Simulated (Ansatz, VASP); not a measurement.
GaCuSe2: VASP beside Ansatz

The input INCAR:

```
SYSTEM = GaCuSe2
PREC = Accurate
ENCUT = 520
EDIFF = 1E-7
ISMEAR = -1
SIGMA = 0.02
LREAL = .FALSE.
LASPH = .TRUE.
NELM = 60
ALGO = Normal
ISIF = 2
LWAVE = .FALSE.
LCHARG = .TRUE.
LELF = .TRUE.
LVHAR = .TRUE.
NBANDS = 26
```

File KPOINTS:

```
regular mesh
0
G
  6 6 4
  0 0 0
```

The input POSCAR:

```
GaCuSe2
1.0
    3.9307077111      0.0000000000      0.0000000000
    0.0000000000      3.9307077111      0.0000000000
    0.0000000000      0.0000000000      5.6421421677
Cu Se Ga
1 2 1
Direct
    0.0000000000      0.0000000000      0.0000000000
    0.0000000000      0.5000000000      0.2427764291
    0.5000000000      0.0000000000      0.7572235709
    0.5000000000      0.5000000000      0.5000000000
```

Input for Ansatz:

```yaml
crystal:
  lattice:
    - [3.9307077111, 0.0, 0.0]
    - [0.0, 3.9307077111, 0.0]
    - [0.0, 0.0, 5.6421421677]
  atoms:
    - { symbol: Cu, position: [0.0, 0.0, 0.0] }
    - { symbol: Se, position: [0.0, 0.5, 0.2427764291] }
    - { symbol: Ga, position: [0.5, 0.5, 0.5] }
    - { symbol: Se, position: [0.5, 0.0, 0.7572235709] }
kpoints:
  mp_grid: { grid: [6, 6, 4] }
  band_path:
    path:
      - [0.0, 0.0, 0.0]
      - [0.0, 0.5, 0.0]
      - [0.5, 0.5, 0.0]
      - [0.0, 0.0, 0.5]
      - [0.0, 0.5, 0.5]
      - [0.5, 0.5, 0.5]
    npoints: 1
hamiltonian:
  xc: lda
scf:
  occupations: { method: fermi_dirac, width: 0.02 }
  n_extra_bands: 5
output:
  forces: true
  stress: true
  eigenvalues: true
  write_density: true
  write_potential: true
  elf: true
  volumetric_format: npy
```

Alike in both runs: task single point; functional LDA; k mesh 6 × 6 × 4; occupations fermi-dirac, width 0.02 eV; no spin polarisation.

|  | VASP | Ansatz |
| --- | --- | --- |
| version | VASP 6.6.1 | Ansatz 0.2.0 |
| potentials or method | VASP PAW LDA potentials, release 64 (Cu, Se, Ga_d) | plane waves, PAW |
| plane-wave cutoff (eV) | 520 | 420 |
| valence electrons in the cell | 36 | 64 |

Ansatz gave:

| Item | Value |
| --- | --- |
| pressure (GPa) | -3.2 |
| rms of the force components (eV/Å) | 0.106 |

What did VASP give for the same quantities?

Pressure (GPa): -2.9; rms of the force components (eV/Å): 0.100.

LDA's correlation is that of Perdew and Zunger in VASP and of Perdew and Wang (1992) in Ansatz. VASP's potentials hold 36 valence electrons a cell and Ansatz's 64, so a difference there can come from the potentials and not from the codes.
